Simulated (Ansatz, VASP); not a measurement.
**YbGe2F2: VASP beside Ansatz**

```
CELL_PARAMETERS angstrom
0.00000 3.91848 0.00000
3.91848 0.00000 0.00000
1.95924 1.95924 -5.30166
ATOMIC_POSITIONS crystal
Ge 0.39168 0.39168 0.21664
Ge 0.60832 0.60832 0.78336
F 0.75000 0.25000 0.50000
F 0.25000 0.75000 0.50000
Yb 0.00000 0.00000 0.00000
```

Alike in both runs: functional r2SCAN; k mesh 6 × 6 × 6; occupations fermi-dirac, width 0.05 eV; no spin polarisation; Hubbard terms Yb f U = 6.37 eV.

Ansatz relaxed the structure, and its values are those at the end. VASP's run is a single point on that final structure, the one shown.

|  | VASP | Ansatz |
| --- | --- | --- |
| version | VASP 6.6.1 | Ansatz 0.2.0 |
| potentials or method | VASP PAW PBE potentials, release 64 (Ge_d, F, Yb), cutoff 520 eV | PAW plane waves |
| valence electrons in the cell | 66 | 66 |

```tsv
	VASP	Ansatz	Ansatz less VASP
pressure (GPa)	7.4	7.4	-0.06
rms of the force components (eV/Å)	0.029	0.000	-0.0292
```

VASP's potentials were made for PBE, not for r2SCAN. The programs project onto different local orbitals, so the same U acts differently, and such runs can settle in different states. Ansatz's warnings: filled band counts differ across k points, stress scf threshold loose.

Spin-orbit coupling is off throughout.
